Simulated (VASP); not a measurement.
Mg2O5, 7 atoms in the cell. The structure is trigonal, space group P-3m1 (No. 164). Conventional cell: a = 3.130 Å, b = 3.130 Å, c = 8.759 Å, α = 90.00°, β = 90.00°, γ = 120.00°. Within 2.7 Å of Mg (site symmetry 3m) lie 6 O at 2.07 to 2.19 Å. O (site symmetry 3m) has 1 O at 1.38 Å within 1.8 Å. O (site symmetry 3m) has 1 O at 1.38 Å within 1.8 Å. Within 2.9 Å of O (site symmetry -3m) lie 6 Mg at 2.19 Å and 6 O at 2.88 Å. 

```yaml
Program: VASP 6.6.1
Task: single point
Functional: PBE
Potentials_or_basis: VASP PAW PBE potentials, release 64 (Mg, O)
Cutoff: 520 eV
k_mesh: 6 × 6 × 2
Occupations: gaussian, width 0.1 eV
Spin: collinear spin, ferromagnetic start
Starting_moments: "[0.0, 0.0, 1.0, 1.0, 1.0, 1.0, 1.0] μB"
Dipole_correction: no
Further_INCAR_settings: ALGO = Normal; EDIFF = 1e-06; NBANDS = 30
```

Potentials or basis: VASP PAW PBE potentials, release 64 (Mg, O).

Launch:

```bash
$ cat potpaw_PBE.64/Mg/POTCAR potpaw_PBE.64/O/POTCAR > POTCAR
$ mpirun -np 1 vasp_std > vasp.out
```

Hardware: 1 thread of Intel(R) Xeon(R) 6975P-C (Granite Rapids) (shared host).

Q: Estimate the wall time of this run.

A: It took 34 s on 1 thread of Intel(R) Xeon(R) 6975P-C (Granite Rapids), with other jobs on the host, peak memory 0.24 GiB. Counts: scf iterations 16, k points 14.
